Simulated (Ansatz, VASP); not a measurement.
La2O3 in VASP and in Ansatz

```
CELL_PARAMETERS angstrom
6.26678 0.00000 0.00000
-3.13339 5.42719 0.00000
0.00000 0.00000 3.29977
ATOMIC_POSITIONS crystal
La 0.66667 0.33333 0.50000
La 0.33333 0.66667 0.50000
O 0.50801 0.00000 0.00000
O 0.00000 0.50801 0.00000
O 0.49199 0.49199 0.00000
```

Alike in both runs: task relaxation of cell and atoms; functional PBE; k mesh 5 × 5 × 8; occupations fermi-dirac, width 0.05 eV; no spin polarisation.

```csv
,VASP,Ansatz
version,VASP 6.6.1,Ansatz 0.2.0
potentials or method,"VASP PAW PBE potentials, release 64 (La, O)",Ansatz PAW
plane-wave cutoff (eV),600,420
valence electrons in the cell,40,40
```

```csv
,VASP,Ansatz,Ansatz less VASP
"gap on the k mesh at the Fermi level, each at its own relaxed structure (eV)",1.62,1.62,0.000
relaxed volume (Å³/atom),23.04,23.11,+0.075
relaxed length of the cell vector where the two differ most in proportion (Å),6.364,6.372,+0.0079
```

Neither program's run includes spin-orbit coupling. Noted on Ansatz's run: odd divisions of the mesh miss points on the zone boundary, where band edges often lie, so the gap on the mesh can be too wide; the plane-wave basis is chosen anew once the cell has moved, so the energies of steps on either side of that aren't comparable.
